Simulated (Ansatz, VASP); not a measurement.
# ZrB2 in VASP and in Ansatz

```
Zr B
1.0
     3.13254    0.00000    0.00000
    -1.56627    2.71286    0.00000
     0.00000    0.00000    3.31450
Zr B
1 2
Direct
  0.00000 0.00000 0.00000
  0.33333 0.66667 0.50000
  0.66667 0.33333 0.50000
```

Alike in both runs: task single point; functional LDA; k mesh 15 × 15 × 12; occupations gaussian, width 0.15 eV; no spin polarisation.

|  | VASP | Ansatz |
| --- | --- | --- |
| version | VASP 6.6.1 | Ansatz 0.2.0 |
| potentials or method | VASP PAW LDA potentials, release 64 (Zr_sv, B), cutoff 520 eV | scalar-relativistic, plane waves, PAW |
| valence electrons in the cell | 18 | 18 |

|  | VASP | Ansatz | Ansatz less VASP |
| --- | --- | --- | --- |
| gap on the k mesh at the Fermi level (eV) | none | none | - |
| pressure (GPa) | 15.1 | 14.5 | -0.64 |
| traceless stress, the component that is largest in VASP (GPa) | 12.32 | 12.28 | -0.044 |

LDA's correlation is that of Perdew and Zunger in VASP and of Perdew and Wang (1992) in Ansatz. A gap of «none» marks a metal or a gap that the smearing closes.
